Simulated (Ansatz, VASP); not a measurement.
## One calculation of Sr2TeS, two programs

INCAR

```
PREC = Accurate ; ENCUT = 520
EDIFF = 1E-6 ; ISMEAR = 0
SIGMA = 0.01 ; LREAL = F
LASPH = T ; NELM = 100
ALGO = Normal ; ISIF = 2
LWAVE = F ; LCHARG = F
GGA = PE ; NBANDS = 24
```

Contents of KPOINTS:

```
regular mesh
0
Gamma
  6 6 4
```

The input POSCAR:

```
Sr2TeS
1.0
    4.5436282909      0.0000000000      0.0000000000
    0.0000000000      4.5436282909      0.0000000000
    0.0000000000      0.0000000000      6.4291002966
S Sr Te
1 2 1
Direct
    0.0000000000      0.0000000000      0.0000000000
    0.0000000000      0.0000000000      0.5000000000
    0.5000000000      0.5000000000      0.0000000000
    0.5000000000      0.5000000000      0.5000000000
```

Input for Ansatz:

```yaml
crystal:
  lattice:
    - [4.5436282909, 0.0, 0.0]
    - [0.0, 4.5436282909, 0.0]
    - [0.0, 0.0, 6.4291002966]
  atoms:
    - { symbol: S, position: [0.0, 0.0, 0.0] }
    - { symbol: Sr, position: [0.0, 0.0, 0.5] }
    - { symbol: Te, position: [0.5, 0.5, 0.5] }
    - { symbol: Sr, position: [0.5, 0.5, 0.0] }
kpoints:
  mp_grid: { grid: [6, 6, 4] }
hamiltonian:
  xc: pbe
scf:
  occupations: { method: fixed }
  n_extra_bands: 5
output:
  forces: true
  stress: true
  eigenvalues: true
```

Alike in both runs: task single point; functional PBE; k mesh 6 × 6 × 4; no spin polarisation.

|  | VASP | Ansatz |
| --- | --- | --- |
| version | VASP 6.6.1 | Ansatz 0.2.0 |
| potentials or method | VASP PAW PBE potentials, release 64 (S, Sr_sv, Te) | plane waves, PAW |
| plane-wave cutoff (eV) | 520 | 420 |
| occupations | gaussian, width 0.01 eV | fixed |
| valence electrons in the cell | 32 | 42 |

Ansatz gave:

```
gap on the k mesh at the Fermi level (eV) : 1.98
pressure (GPa)                            : 0.0
```

Task: Estimate VASP's values.

Result: gap on the k mesh at the Fermi level (eV): 1.96; pressure (GPa): 0.1.

VASP's potentials hold 32 valence electrons a cell and Ansatz's 42, so a difference there can come from the potentials and not from the codes.

Neither program's run includes spin-orbit coupling.
